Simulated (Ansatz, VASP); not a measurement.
**Rb in VASP and in Ansatz**

The input INCAR:

```
ALGO = Fast ; EDIFF = 1E-6
ENCUT = 520 ; GGA = PE
ISIF = 2 ; ISMEAR = 0
LASPH = T ; LCHARG = F
LREAL = F ; LWAVE = F
NBANDS = 10 ; NELM = 60
PREC = Accurate ; SIGMA = 0.15
```

File KPOINTS:

```
k-points
0
Gamma
  12 12 12
```

POSCAR

```
Rb
1.0
   -2.7779400000      2.8060000000      2.8060000000
    2.7779400000     -2.8060000000      2.8060000000
    2.7779400000      2.8060000000     -2.8060000000
Rb
1
Direct
    0.0000000000      0.0000000000      0.0000000000
```

Input for Ansatz:

```yaml
crystal:
  lattice:
    - [-2.77794, 2.806, 2.806]
    - [2.77794, -2.806, 2.806]
    - [2.77794, 2.806, -2.806]
  atoms:
    - { symbol: Rb, position: [0.0, 0.0, 0.0] }
basis:
  ecutwfc: 420
kpoints:
  mp_grid: { grid: [12, 12, 12] }
hamiltonian:
  xc: pbe
scf:
  occupations: { method: gaussian, width: 0.15 }
output:
  forces: true
  stress: true
  eigenvalues: true
```

Change from the starting cell: strain -0.0100 x Voigt [1, 0, 0, 0, 0, 0], atoms carried along.

Alike in both runs: task single point; functional PBE; k mesh 12 × 12 × 12; occupations gaussian, width 0.15 eV; no spin polarisation.

```csv
,VASP,Ansatz
version,VASP 6.6.1,Ansatz 0.2.0
potentials or method,"VASP PAW PBE potentials, release 64 (Rb_sv), cutoff 520 eV","scalar-relativistic, plane waves, PAW"
valence electrons in the cell,9,9
```

|  | VASP | Ansatz | Ansatz less VASP |
| --- | --- | --- | --- |
| gap on the k mesh at the Fermi level (eV) | none | none | - |
| pressure (GPa) | 0.1 | 0.1 | 0.00 |

A gap of «none» marks a metal or a gap that the smearing closes.
